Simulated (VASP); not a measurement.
# Y2MgC2 (R-3m) in VASP: further runs

Runs on Y2MgC2. Level: PBE. Tasks: single point, relaxation of cell and atoms.

Program: VASP 6.6.1. These are calculated values, not measurements. Logs are shortened: lines on timing, memory, paths and dates and some standing lists are left out, and cuts for length are marked.

## 1. The cell of the first run

Symmetry: R-3m, No. 166, trigonal system. Conventional cell: a = 3.684 Å, b = 3.684 Å, c = 25.158 Å, α = 90.00°, β = 90.00°, γ = 120.00°. Y (site symmetry 3m) has 3 C at 2.33 Å and 3 Mg at 3.15 Å within 3.2 Å. Within 3.3 Å of Mg (site symmetry -3m) lie 6 C at 2.54 Å and 6 Y at 3.15 Å. C (site symmetry 3m) has 3 Y at 2.33 Å and 3 Mg at 2.54 Å within 3.1 Å.

The cell was generated, and may not be a known phase.

## 2. Single point, PBE

File INCAR:

```
SYSTEM = Y2MgC2
  ALGO = Normal
  EDIFF = 1E-6
  ENCUT = 520
  GGA = PE
  ISIF = 2
  ISMEAR = 0
  LASPH = .TRUE.
  LCHARG = .TRUE.
  LELF = .TRUE.
  LREAL = .FALSE.
  LVHAR = .TRUE.
  LWAVE = .FALSE.
  NBANDS = 24
  NELM = 80
  PREC = Accurate
  SIGMA = 0.1
```

File KPOINTS:

```
k-points
0
G
  6 6 6
  0 0 0
```

File POSCAR:

```
Y2MgC2
1.0
    1.8420335969      1.0634985902      8.3859702425
   -1.8420335969      1.0634985902      8.3859702425
    0.0000000000     -2.1269971889      8.3859702415
Y Mg C
2 1 2
Direct
    0.2591058217      0.2591058217      0.2591058217
    0.7408941783      0.7408941783      0.7408941783
    0.5000000000      0.5000000000      0.5000000000
    0.8881680969      0.8881680969      0.8881680969
    0.1118319031      0.1118319031      0.1118319031
```

Potentials or basis: VASP PAW PBE potentials, release 64 (Y_sv, Mg, C).

On the command line:

```bash
cat potpaw_PBE.64/Y_sv/POTCAR potpaw_PBE.64/Mg/POTCAR potpaw_PBE.64/C/POTCAR > POTCAR
mpirun -np 1 vasp_std > vasp.out
```

OUTCAR:

```text
SYSTEM = Y2MgC2
   EDIFF = 1E-6
   ENCUT = 520
   GGA = PE
   ISIF = 2
   ISMEAR = 0
   LASPH = .TRUE.
   LREAL = .FALSE.
   NELM = 80
   PREC = Accurate

 ion  position               nearest neighbor table
   1  0.259  0.259  0.259-   4 2.33   4 2.33   4 2.33   3 3.15   3 3.15   3 3.15   2 4.30   2 4.30
                             2 4.30
   2  0.741  0.741  0.741-   5 2.33   5 2.33   5 2.33   3 3.15   3 3.15   3 3.15   1 4.30   1 4.30
                             1 4.30
   3  0.500  0.500  0.500-   5 2.54   4 2.54   5 2.54   5 2.54   4 2.54   4 2.54   2 3.15   1 3.15
                             2 3.15   1 3.15   2 3.15   1 3.15
   4  0.888  0.888  0.888-   1 2.33   1 2.33   1 2.33   3 2.54   3 2.54   3 2.54
   5  0.112  0.112  0.112-   2 2.33   2 2.33   2 2.33   3 2.54   3 2.54   3 2.54

  LATTYP: Found a trigonal (rhomboedric) cell.
 ALAT       =     8.6515093441
 COS(alpha) =     0.9093346531

  Lattice vectors:

 A1 = (   1.8420335969,   1.0634985902,   8.3859702425)
 A2 = (  -1.8420335969,   1.0634985902,   8.3859702425)
 A3 = (   0.0000000000,  -2.1269971889,   8.3859702415)

Analysis of symmetry for initial positions (statically):
=====================================================================
 Subroutine PRICEL returns:
 Original cell was already a primitive cell.

 Routine SETGRP: Setting up the symmetry group for a
 trigonal (rhombohedral) supercell.

 Subroutine GETGRP returns: Found 12 space group operations
 (whereof 12 operations were pure point group operations)
 out of a pool of 12 trial point group operations.

The static configuration has the point symmetry D_3d.

Analysis of symmetry for dynamics (positions and initial velocities):
=====================================================================
 Subroutine PRICEL returns:
 Original cell was already a primitive cell.

 Routine SETGRP: Setting up the symmetry group for a
 trigonal (rhombohedral) supercell.

 Subroutine GETGRP returns: Found 12 space group operations
 (whereof 12 operations were pure point group operations)
 out of a pool of 12 trial point group operations.

The dynamic configuration has the point symmetry D_3d.

 Subroutine INISYM returns: Found 12 space group operations
 (whereof 12 operations are pure point group operations),
 and found     1 'primitive' translations

----------------------------------------------------------------------------------------

                                     Primitive cell

  volume of cell :      98.5687

  direct lattice vectors                    reciprocal lattice vectors
     1.842033597  1.063498590  8.385970242     0.271439132  0.156715456  0.039748929
    -1.842033597  1.063498590  8.385970242    -0.271439132  0.156715456  0.039748929
     0.000000000 -2.126997189  8.385970242     0.000000000 -0.313430911  0.039748929

  length of vectors
     8.651509344  8.651509344  8.651509344     0.315941314  0.315941314  0.315941314

  position of ions in fractional coordinates (direct lattice)
     0.259105822  0.259105822  0.259105822
     0.740894178  0.740894178  0.740894178
     0.500000000  0.500000000  0.500000000
     0.888168097  0.888168097  0.888168097
     0.111831903  0.111831903  0.111831903

  ion indices of the primitive-cell ions
   primitive index   ion index
                 1           1
                 2           2
                 3           3
                 4           4
                 5           5

----------------------------------------------------------------------------------------

 KPOINTS: k-points

Automatic generation of k-mesh.
 Grid dimensions read from file:
 generate k-points for:    6    6    6

 Generating k-lattice:

  Cartesian coordinates                     Fractional coordinates (reciprocal lattice)
     0.045239855  0.026119243  0.006624821     0.166666667  0.000000000  0.000000000
    -0.045239855  0.026119243  0.006624821     0.000000000  0.166666667  0.000000000
     0.000000000 -0.052238485  0.006624821     0.000000000  0.000000000  0.166666667

  Length of vectors
     0.052656886  0.052656886  0.052656886

  Shift w.r.t. Gamma in fractional coordinates (k-lattice)
     0.000000000  0.000000000  0.000000000

 Subroutine IBZKPT returns following result:
 ===========================================

 Found     32 irreducible k-points:

 Following reciprocal coordinates:
            Coordinates               Weight
  0.000000  0.000000  0.000000      1.000000
  0.166667  0.000000  0.000000      6.000000
  0.333333  0.000000  0.000000      6.000000
  0.500000  0.000000  0.000000      3.000000
  0.166667  0.166667  0.000000      6.000000
  0.333333  0.166667  0.000000     12.000000
[... 16 lines left out ...]
  0.500000  0.500000  0.166667      6.000000
 -0.333333  0.500000  0.166667     12.000000
 [... further k-points ...]
   k-points           NKPTS =     32   k-points in BZ     NKDIM =     32   number of bands    NBANDS=     24
   number of dos      NEDOS =    301   number of ions     NIONS =      5
   total plane-waves  NPLWV = 262144
   dimension x,y,z NGX =    64 NGY =   64 NGZ =   64
   dimension x,y,z NGXF=   128 NGYF=  128 NGZF=  128
   ions per type =               2   1   2
   NGX,Y,Z   is equivalent  to a cutoff of  12.30, 12.30, 12.30 a.u.
   NGXF,Y,Z  is equivalent  to a cutoff of  24.60, 24.60, 24.60 a.u.
 SYSTEM =  Y2MgC2
   PREC   = accura    normal or accurate (medium, high low for compatibility)
   ISTART =      0    job   : 0-new  1-cont  2-samecut
   ICHARG =      2    charge: 1-file 2-atom 10-const
   ISPIN  =      1    spin polarized calculation?
   LNONCOLLINEAR =      F non collinear calculations
   LSORBIT =      F    spin-orbit coupling
   LASPH  =      T    aspherical Exc in radial PAW
   ENCUT  =  520.0 eV  38.22 Ry    6.18 a.u.  16.09 16.09 16.09*2*pi/ulx,y,z
   NELM   =     80;   NELMIN=  2; NELMDL= -5     # of ELM steps
   EDIFF  = 0.1E-05   stopping-criterion for ELM
   LREAL  =      F    real-space projection
   EDIFFG = 0.1E-04   stopping-criterion for IOM
   NSW    =      0    number of steps for IOM
   IBRION =     -1    ionic relax: 0-MD 1-quasi-New 2-CG
   NFREE  =      0    steps in history (QN), initial steepest desc. (CG)
   ISIF   =      2    stress and relaxation
   ISYM   =      2    0-nonsym 1-usesym 2-fastsym
   POTIM  = 0.5000    time-step for ionic-motion
   TEBEG  =    0.0;   TEEND  =   0.0 temperature during run
   PSTRESS=    0.0 pullay stress
   NELECT =      32.0000    total number of electrons
   NUPDOWN=      -1.0000    fix difference up-down
   EMIN   =  10.00;   EMAX   =-10.00  energy-range for DOS
   EFERMI =   0.00;   METHOD = LEGACY
   ISMEAR =     0;   SIGMA  =   0.10  broadening in eV -4-tet -1-fermi 0-gaus
   EFERMI_NEDOS =   21; number of points for ismear=-14 and -15
   IALGO  =     38    algorithm
   IMIX   =      4    mixing-type and parameters
     AMIX     =   0.40;   BMIX     =  1.00
     AMIX_MAG =   1.60;   BMIX_MAG =  1.00
  volume/ion in A,a.u.               =      19.71       133.03
  Fermi-wavevector in a.u.,A,eV,Ry     =   1.125154  2.126232 17.224576  1.265971
  Thomas-Fermi vector in A             =   2.261829
   LORBIT       =      0    0 simple, 1 ext, 2 COOP (PROOUT), +10 PAW based schemes
   GGA     = PE    functional components
   LHFCALC =     F    Hartree Fock is set to
   AEXX    =    0.0000 exact exchange contribution
   IVDW    =     0    specifies the selected vdW correction
   LEPSILON=     F    determine dielectric tensor
   LRPA    =     F    only Hartree local field effects (RPA)
 non-spin polarized calculation
 Gauss-broadening in eV      SIGMA  =   0.10
  energy-cutoff  :      520.00
  volume of cell :       98.57
 maximum number of plane-waves:      2682
   NGX = 33   NGY = 33   NGZ = 33

 number of electron      32.0000000 magnetization

 Free energy of the ion-electron system (eV)
  ---------------------------------------------------
  ext. energy  EPLUGINS =         0.00000000
  ---------------------------------------------------
  free energy    TOTEN  =       -32.05071893 eV

  energy without entropy =      -32.02849369  energy(sigma->0) =      -32.03960631

 E-fermi :   2.8614     XC(G=0):  -9.5520

 val. band max:        2.8600466063   @ k =   0.5000   0.1667  -0.0000
 cond. band min:       2.8626265539   @ k =  -0.1667   0.3333   0.1667
 fundamental gap:      0.0025799476
 Fermi energy:         2.8613769566

 k-point     1 :       0.0000    0.0000    0.0000
  band No.  band energies     occupation
      1     -38.6345      2.00000
      2     -38.6311      2.00000
      3     -18.9280      2.00000
      4     -18.8539      2.00000
      5     -18.4872      2.00000
      6     -18.4872      2.00000
[... 16 lines left out ...]
     23       7.0302      0.00000
     24       7.7177      0.00000

 k-point     2 :       0.1667    0.0000    0.0000
  band No.  band energies     occupation
      1     -38.6251      2.00000
      2     -38.6221      2.00000
      3     -18.9047      2.00000
      4     -18.8433      2.00000
      5     -18.6051      2.00000
      6     -18.6023      2.00000
[... 16 lines left out ...]
     23       7.6605      0.00000
     24       8.0873      0.00000

 k-point     3 :       0.3333    0.0000    0.0000
  band No.  band energies     occupation
      1     -38.6061      2.00000
      2     -38.6042      2.00000
      3     -18.8693      2.00000
      4     -18.8593      2.00000
      5     -18.8250      2.00000
      6     -18.7883      2.00000
[... 16 lines left out ...]
     23       7.7349      0.00000
     24       7.9991      0.00000

 k-point     4 :       0.5000    0.0000    0.0000
  band No.  band energies     occupation
      1     -38.5963      2.00000
      2     -38.5954      2.00000
      3     -18.9541      2.00000
      4     -18.9520      2.00000
      5     -18.8152      2.00000
      6     -18.8041      2.00000
[... 16 lines left out ...]
     23       7.7844      0.00000
     24       8.1936      0.00000

 k-point     5 :       0.1667    0.1667    0.0000
  band No.  band energies     occupation
      1     -38.6251      2.00000
      2     -38.6222      2.00000
      3     -18.9039      2.00000
      4     -18.8442      2.00000
      5     -18.6049      2.00000
      6     -18.6026      2.00000
[... 16 lines left out ...]
     23       7.5811      0.00000
     24       8.2569      0.00000

 k-point     6 :       0.3333    0.1667    0.0000
  band No.  band energies     occupation
      1     -38.6108      2.00000
      2     -38.6087      2.00000
      3     -18.8687      2.00000
      4     -18.8379      2.00000
      5     -18.7571      2.00000
      6     -18.7411      2.00000
[... 16 lines left out ...]
     23       7.7854      0.00000
     24       8.2313      0.00000
[... 379 lines left out ...]
 k-point    21 :      -0.3333    0.3333    0.1667
  band No.  band energies     occupation
      1     -38.5963      2.00000
      2     -38.5954      2.00000
      3     -18.9024      2.00000
      4     -18.8971      2.00000
      5     -18.8170      2.00000
      6     -18.7976      2.00000
[... 16 lines left out ...]
     23       7.8917      0.00000
     24       8.0641      0.00000

 k-point    22 :      -0.1667    0.3333    0.1667
  band No.  band energies     occupation
      1     -38.5964      2.00000
      2     -38.5953      2.00000
      3     -18.9029      2.00000
      4     -18.8963      2.00000
      5     -18.8197      2.00000
      6     -18.7952      2.00000
[... 16 lines left out ...]
     23       7.6848      0.00000
     24       7.9500      0.00000

 k-point    23 :       0.5000    0.5000    0.1667
  band No.  band energies     occupation
      1     -38.6060      2.00000
      2     -38.6043      2.00000
      3     -18.8761      2.00000
      4     -18.8510      2.00000
      5     -18.8271      2.00000
      6     -18.7877      2.00000
[... 16 lines left out ...]
     23       7.5974      0.00000
     24       8.1630      0.00000

 k-point    24 :      -0.3333    0.5000    0.1667
  band No.  band energies     occupation
      1     -38.5963      2.00000
      2     -38.5954      2.00000
      3     -18.9039      2.00000
      4     -18.8966      2.00000
      5     -18.8168      2.00000
      6     -18.7967      2.00000
[... 16 lines left out ...]
     23       7.7722      0.00000
     24       8.1444      0.00000

 [... further k-points ...]
[... 5 lines left out ...]
  --------------------------------------------------------------------------------------
  -------------------------------------------------------------------------------------
  Total       -0.1132251     -0.1132251     -0.0450830      0.0000000     -0.0000000      0.0000000
  in kB       -1.8404082     -1.8404082     -0.7327974      0.0000000     -0.0000000      0.0000000
  external PRESSURE =      -1.4712046 kB  Pullay stress =       0.0000000 kB

 VOLUME and BASIS-vectors are now :
 -----------------------------------------------------------------------------
  energy-cutoff  :      520.00
  volume of cell :       98.57
      direct lattice vectors                 reciprocal lattice vectors
     1.842033597  1.063498590  8.385970242     0.271439132  0.156715456  0.039748929
    -1.842033597  1.063498590  8.385970242    -0.271439132  0.156715456  0.039748929
     0.000000000 -2.126997189  8.385970242     0.000000000 -0.313430911  0.039748929

 POSITION                                       TOTAL-FORCE (eV/Angst)
 -----------------------------------------------------------------------------------
      0.00000     -0.00000      6.51856         0.000000      0.000000     -0.011015
      0.00000     -0.00000     18.63935         0.000000     -0.000000      0.011015
      0.00000     -0.00000     12.57896         0.000000      0.000000      0.000000
      0.00000     -0.00000     22.34445         0.000000      0.000000     -0.005435
      0.00000     -0.00000      2.81346         0.000000     -0.000000      0.005435
 -----------------------------------------------------------------------------------
    total drift:                               -0.000000     -0.000000      0.000000

  FREE ENERGIE OF THE ION-ELECTRON SYSTEM (eV)
  ---------------------------------------------------
  free  energy   TOTEN  =       -32.0507189316 eV

  energy  without entropy=      -32.0284936915  energy(sigma->0) =      -32.03960631
```

Wall time 5.4 min (1 thread of AMD EPYC 7R13 (Zen 3), shared host); peak memory 0.53 GiB.

Results:

```yaml
Free_energy: -32.0507 eV
Pressure: -0.1 GPa
Largest_force: 0.011 eV/Å
Band_gap_on_the_k_mesh: zero (bands 16 and 17 overlap by 1.07 eV)
```

Forces on the atoms (eV/Å):
```
Y    0.000  0.000 -0.011
Y    0.000  0.000  0.011
Mg   0.000  0.000  0.000
C    0.000  0.000 -0.005
C    0.000  0.000  0.005
```

Levels at points of the mesh, in eV from the Fermi level:
```
           k point  band 13  band 14  band 15  band 16  band 17  band 18  band 19  band 20
(0.00, 0.00, 0.00)    -1.23    -1.23    -1.03    -1.03    -0.91     3.75     3.75     3.85
(0.50, 0.00, 0.00)    -1.77    -0.94    -0.35     0.16     0.41     0.81     2.51     4.13
(0.50, 0.50, 0.00)    -1.69    -0.98    -0.30    -0.15     0.74     0.95     2.40     3.58
(0.50, 0.50, 0.50)    -1.21    -1.21    -1.05    -1.05    -0.11     3.09     3.62     3.62
```

## 3. Single point, PBE

This run uses another cell than the first one, of 19.81 Å³/atom.

File INCAR:

```
SYSTEM = Y2MgC2
ALGO = Normal
EDIFF = 1E-6
ENCUT = 520
GGA = PE
ISIF = 2
ISMEAR = 0
LASPH = .TRUE.
LCHARG = .FALSE.
LREAL = .FALSE.
LWAVE = .FALSE.
NBANDS = 24
NELM = 80
PREC = Accurate
SIGMA = 0.1
```

KPOINTS is that of step 2.

File POSCAR:

```
Y2MgC2
1.0
    2.4048769500      1.3884563500      4.9445219200
   -2.4048769500      1.3884563500      4.9445219200
    0.0000000000     -2.7769127100      4.9445219200
Y Mg C
2 1 2
Direct
    0.2680929000      0.2680929000      0.2680929000
    0.7319071000      0.7319071000      0.7319071000
    0.5000000000      0.5000000000      0.5000000000
    0.8801388100      0.8801388100      0.8801388100
    0.1198611900      0.1198611900      0.1198611900
```

Potentials or basis: VASP PAW PBE potentials, release 64 (Y_sv, Mg, C).

On the command line:

```bash
cat potpaw_PBE.64/Y_sv/POTCAR potpaw_PBE.64/Mg/POTCAR potpaw_PBE.64/C/POTCAR > POTCAR
mpirun -np 1 vasp_std > vasp.out
```

Run time: 88 s. Hardware: 1 thread of AMD EPYC 7R13 (Zen 3), shared host; peak memory 0.28 GiB.

The run converged. Its results:

```yaml
Free_energy: -28.2452 eV
Pressure: -6.9 GPa
Largest_force: 1.696 eV/Å
Band_gap_on_the_k_mesh: zero (bands 16 and 17 overlap by 0.61 eV)
```

Forces in eV/Å, atoms in the order of the input:
```
Y    0.000  0.000 -1.696
Y    0.000  0.000  1.696
Mg   0.000  0.000  0.000
C    0.000  0.000  1.380
C    0.000  0.000 -1.380
```

Stress tensor (GPa, compression positive):
```
-13.21   0.00   0.00
  0.00 -13.21   0.00
  0.00   0.00   5.70
```

Levels at points of the mesh, in eV from the Fermi level:
```csv
k point,band 12,band 13,band 14,band 15,band 16,band 17,band 18,band 19,band 20,band 21
"(0.00, 0.00, 0.00)",-2.50,-2.09,-2.02,-2.02,-0.95,0.18,0.62,2.41,2.41,3.60
"(0.50, 0.00, 0.00)",-2.76,-1.98,-1.45,-0.44,-0.30,0.50,0.79,1.24,1.41,2.05
"(0.50, 0.50, 0.00)",-2.68,-2.42,-2.08,-0.52,0.34,0.45,0.86,1.13,2.16,2.62
"(0.50, 0.50, 0.50)",-2.24,-2.24,-2.17,-1.32,-1.32,0.13,0.93,0.93,1.39,1.39
```

Caveat: the stress differs along the axes, from -13 to 6 GPa; forces of over 1 eV/Å act on the atoms, so gaps and moduli don't describe the material at rest.

[end of part 1 of 2]

The gap in the log of VASP goes by the Fermi energy; the results here count the filled bands.